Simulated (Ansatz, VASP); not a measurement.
**One calculation of In, two programs**

```
In
1.0
    -1.52129    1.52129    1.52129
     1.52129   -1.52129    1.52129
     1.52129    1.52129   -1.52129
In
1
Direct
  0.00000 0.00000 0.00000
```

Change from the starting cell: volume scaled by 0.507, to set the pressure.

Alike in both runs: task single point; functional PBE; k mesh 18 × 18 × 18; occupations fermi-dirac, width 0.08 eV; no spin polarisation.

```csv
,VASP,Ansatz
version,VASP 6.6.1,Ansatz 0.2.0
potentials or method,"VASP PAW PBE potentials, release 64 (In_d)","PAW with Ansatz's default frozen-core files, scalar-relativistic"
plane-wave cutoff (eV),520,420
valence electrons in the cell,13,13
```

```tsv
	VASP	Ansatz	Ansatz less VASP
pressure (GPa)	135.7	135.3	-0.38
```

Both programs put the cell under a high pressure, so it lies far from rest at this level. With one functional, cell and mesh, what is left measures potentials, basis and numerics.

Noted on VASP's run: the cell as given lies far from equilibrium.
